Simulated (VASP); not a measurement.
# Fe (Fmmm) in VASP: settings compared

Fe is run at these levels: PBE, PBEsol; tasks: single point.

Everything below comes from runs of VASP 6.6.1. Logs are shortened: lines on timing, memory, paths and dates and some standing lists are left out, and cuts for length are marked.

### 1 The cell of the first run

It takes space group Fmmm (No. 69, orthorhombic). The conventional cell has a = 2.997 Å, b = 3.883 Å, c = 3.930 Å, α = 90.00°, β = 90.00°, γ = 90.00°. Within 3.2 Å of Fe (site symmetry mmm) lie 14 Fe at 2.45 to 3.00 Å.

### 2 Single point, PBE, collinear spin, ferromagnetic start

INCAR

```
SYSTEM = Fe
PREC = Accurate
ENCUT = 520
EDIFF = 1E-6
ISMEAR = -1
SIGMA = 0.05
LREAL = .False.
LASPH = .True.
NELM = 150
ALGO = Normal
ISIF = 2
LWAVE = .False.
LCHARG = .False.
ISPIN = 2
MAGMOM = 6
LORBIT = 11
NUPDOWN = 6.0
LMAXMIX = 4
GGA = PE
NBANDS = 14
```

KPOINTS

```
regular mesh
0
Gamma
  11 11 11
  0 0 0
```

POSCAR

```
Fe
1.0
    0.0000000000      1.9417396906      1.9651051623
    1.4984397099      0.0000000000      1.9651051623
    1.4984397099      1.9417396906      0.0000000000
Fe
1
Direct
    0.0000000000      0.0000000000      0.0000000000
```

Potentials or basis: VASP PAW PBE potentials, release 64 (Fe).

Run with:

```bash
$ cat potpaw_PBE.64/Fe/POTCAR > POTCAR
$ mpirun -np 1 vasp_std > vasp.out
```

OUTCAR:

```text
SYSTEM = Fe
   PREC = Accurate
   ENCUT = 520
   EDIFF = 1E-6
   ISMEAR = -1
   LREAL = .False.
   LASPH = .True.
   NELM = 150
   ISIF = 2
   ISPIN = 2
   LORBIT = 11
   NUPDOWN = 6.0
   GGA = PE

 ion  position               nearest neighbor table
   1  0.000  0.000  0.000-

  LATTYP: Found a face centered orthorhombic cell.
 ALAT       =     2.9968794198
 B/A-ratio  =     1.2958410524
 C/A-ratio  =     1.3114342535

  Lattice vectors:

 A1 = (   0.0000000000,   1.9417396906,   1.9651051623)
 A2 = (   1.4984397099,   0.0000000000,   1.9651051623)
 A3 = (   1.4984397099,   1.9417396906,   0.0000000000)

Analysis of symmetry for initial positions (statically):
=====================================================================
 Subroutine PRICEL returns:
 Original cell was already a primitive cell.

 Routine SETGRP: Setting up the symmetry group for a
 face centered orthorhombic supercell.

 Subroutine GETGRP returns: Found  8 space group operations
 (whereof  8 operations were pure point group operations)
 out of a pool of  8 trial point group operations.

The static configuration has the point symmetry D_2h.

Analysis of symmetry for dynamics (positions and initial velocities):
=====================================================================
 Subroutine PRICEL returns:
 Original cell was already a primitive cell.

 Routine SETGRP: Setting up the symmetry group for a
 face centered orthorhombic supercell.

 Subroutine GETGRP returns: Found  8 space group operations
 (whereof  8 operations were pure point group operations)
 out of a pool of  8 trial point group operations.

The dynamic configuration has the point symmetry D_2h.

Analysis of structural, dynamic, and magnetic symmetry:
=====================================================================
 Subroutine PRICEL returns:
 Original cell was already a primitive cell.

 Routine SETGRP: Setting up the symmetry group for a
 face centered orthorhombic supercell.

 Subroutine GETGRP returns: Found  8 space group operations
 (whereof  8 operations were pure point group operations)
 out of a pool of  8 trial point group operations.

The overall configuration has the point symmetry D_2h.

 Subroutine INISYM returns: Found  8 space group operations
 (whereof  8 operations are pure point group operations),
 and found     1 'primitive' translations

----------------------------------------------------------------------------------------

                                     Primitive cell

  volume of cell :      11.4353

  direct lattice vectors                    reciprocal lattice vectors
     0.000000000  1.941739691  1.965105162    -0.333680426  0.257501045  0.254439309
     1.498439710  0.000000000  1.965105162     0.333680426 -0.257501045  0.254439309
[... 121 lines left out ...]
 number of electron       8.0000000 magnetization       6.0000000

 Free energy of the ion-electron system (eV)
  ---------------------------------------------------
  ext. energy  EPLUGINS =         0.00000000
  ---------------------------------------------------
  free energy    TOTEN  =         3.66223945 eV

  energy without entropy =        3.66818257  energy(sigma->0) =        3.66521101

 E-fermi :   4.4515     XC(G=0): -12.9252

 val. band max:       16.9365430392   @ k =  -0.1818   0.2727   0.0909
 cond. band min:       4.4625615331   @ k =  -0.2727   0.2727   0.0000
 fundamental gap:    -12.4739815061
 Fermi energy:        16.9729238730

 spin component 1

 k-point     1 :       0.0000    0.0000    0.0000
  band No.  band energies     occupation
      1      -3.8824      1.00000
      2       0.9893      1.00000
      3       1.0966      1.00000
      4       1.4614      1.00000
      5       2.4269      1.00000
      6       2.8511      1.00000
      7      28.3568      0.00000
      8      29.9483      0.00000
      9      30.2001      0.00000
     10      34.0587      0.00000
     11      35.2569      0.00000
     12      35.3396      0.00000
     13      35.3929      0.00000
     14      35.4150      0.00000
[... 379 lines left out ...]
      3       0.9110      1.00000
      4       2.2920      1.00000
      5       2.6229      1.00000
      6       3.4608      1.00000
      7      19.0292      0.00000
      8      20.0410      0.00000
      9      27.0219      0.00000
     10      30.6558      0.00000
     11      34.1541      0.00000
     12      37.6006      0.00000
     13      40.5636      0.00000
     14      41.3967      0.00000

 [... further k-points ...]

 spin component 2

 k-point     1 :       0.0000    0.0000    0.0000
  band No.  band energies     occupation
      1      -0.5483      1.00000
      2       5.9473      0.00000
      3       6.0532      0.00000
      4       6.4147      0.00000
      5       7.1798      0.00000
      6       7.6532      0.00000
      7      31.6435      0.00000
      8      33.0868      0.00000
      9      33.3526      0.00000
     10      37.2173      0.00000
     11      38.1707      0.00000
     12      38.9084      0.00000
     13      39.6395      0.00000
     14      39.7291      0.00000
[... 379 lines left out ...]
      3       5.6702      0.00000
      4       7.1409      0.00000
      5       7.4650      0.00000
      6       8.3590      0.00000
      7      22.8066      0.00000
      8      23.6662      0.00000
      9      30.6362      0.00000
     10      34.0957      0.00000
     11      37.6206      0.00000
     12      41.1276      0.00000
     13      44.3313      0.00000
     14      44.8236      0.00000

 [... further k-points ...]
[... 5 lines left out ...]
  --------------------------------------------------------------------------------------
  -------------------------------------------------------------------------------------
  Total       15.8064834     16.0731034     15.8039130      0.0000000      0.0000000      0.0000000
  in kB     2214.6228030   2251.9785332   2214.2626741      0.0000000      0.0000000      0.0000000
  external PRESSURE =    2226.9546701 kB  Pullay stress =       0.0000000 kB

 VOLUME and BASIS-vectors are now :
 -----------------------------------------------------------------------------
  energy-cutoff  :      520.00
  volume of cell :       11.44
      direct lattice vectors                 reciprocal lattice vectors
     0.000000000  1.941739691  1.965105162    -0.333680426  0.257501045  0.254439309
     1.498439710  0.000000000  1.965105162     0.333680426 -0.257501045  0.254439309
     1.498439710  1.941739691  0.000000000     0.333680426  0.257501045 -0.254439309

 POSITION                                       TOTAL-FORCE (eV/Angst)
 -----------------------------------------------------------------------------------
      0.00000      0.00000      0.00000         0.000000      0.000000      0.000000
 -----------------------------------------------------------------------------------
    total drift:                                0.000000      0.000000      0.000000

  FREE ENERGIE OF THE ION-ELECTRON SYSTEM (eV)
  ---------------------------------------------------
  free  energy   TOTEN  =         3.6622394488 eV

  energy  without entropy=        3.6681825739  energy(sigma->0) =        3.66521101

 total charge

# of ion       s       p       d       tot
------------------------------------------
    1        0.697   0.870   5.614   7.182

 magnetization (x)

# of ion       s       p       d       tot
------------------------------------------
    1        0.279   0.690   4.558   5.527
```

stdout:

```text
POSCAR found type information on POSCAR Fe
 POSCAR found :  1 types and       1 ions
 scaLAPACK will be used
 LDA part: xc-table for (Slater+PW92), standard interpolation
 POSCAR, INCAR and KPOINTS ok, starting setup
 FFT: planning ... GRIDC
 FFT: planning ... GRID_SOFT
 FFT: planning ... GRID
 WAVECAR not read
 entering main loop
```

Wall time 25 s (1 thread of Intel Xeon Platinum 8559C (Emerald Rapids), shared host); peak memory 0.17 GiB.

Results:

```
Free energy                                           : 3.6622 eV
Pressure                                              : 222.7 GPa
Net moment                                            : 6.00 μB per cell
Site moments                                          : Fe +5.53 μB
Valence electrons inside the program's atomic spheres : Fe 7.18
```

Caveat: the total moment is fixed, so each spin has its own Fermi level.

### 3 Single point, PBEsol, collinear spin, ferromagnetic start

This run uses another cell than the first one, of 10.98 Å³/atom, 0.960 times its volume.

INCAR

```
SYSTEM = Fe
PREC = Accurate
ENCUT = 520
EDIFF = 1E-7
ISMEAR = -1
SIGMA = 0.05
LREAL = .FALSE.
LASPH = .TRUE.
NELM = 150
ALGO = Fast
ISIF = 2
LWAVE = .FALSE.
LCHARG = .FALSE.
ISPIN = 2
MAGMOM = 3
LORBIT = 11
LMAXMIX = 4
GGA = PS
NBANDS = 14
```

KPOINTS

```
regular mesh
0
G
  13 13 13
  0 0 0
```

POSCAR

```
Fe
1.0
    0.0000000000      1.9417396906      1.8865009558
    1.4984397099      0.0000000000      1.8865009558
    1.4984397099      1.9417396906      0.0000000000
Fe
1
Direct
    0.0000000000      0.0000000000      0.0000000000
```

Potentials or basis: VASP PAW PBE potentials, release 64 (Fe).

Run with:

```bash
$ cat potpaw_PBE.64/Fe/POTCAR > POTCAR
$ mpirun -np 1 vasp_std > vasp.out
```

Wall time 93 s (1 thread of Intel Xeon Platinum 8259CL at 2.50GHz (Skylake/Cascade Lake), shared host); peak memory 0.19 GiB.

The run converged. Its results:

| Property | Result |
| --- | --- |
| Free energy | -8.8883 eV |
| Pressure | -2.2 GPa |
| Net moment | 2.14 μB per cell |
| Site moments | Fe +2.12 μB |
| Valence electrons inside the program's atomic spheres | Fe 7.35 |

Stress tensor (GPa, compression positive):
```
-9.67  0.00  0.00
 0.00 -0.71  0.00
 0.00  0.00  3.82
```

Levels at points of the mesh, in eV from the Fermi level:
Spin up:
```
           k point  band 1  band 2  band 3  band 4  band 5  band 6  band 7  band 8  band 9  band 10
(0.00, 0.00, 0.00)   -8.78   -2.67   -2.43   -2.05   -1.42   -0.90   23.87   25.56   26.20    30.03
```
Spin down:
| k point | band 1 | band 2 | band 3 | band 4 | band 5 | band 6 | band 7 |
| --- | --- | --- | --- | --- | --- | --- | --- |
| (0.00, 0.00, 0.00) | -8.51 | -0.92 | -0.57 | -0.04 | 1.04 | 1.80 | 23.78 |

Caveat: the PAW data sets were made with another functional, which shifts forces and pressure a little.
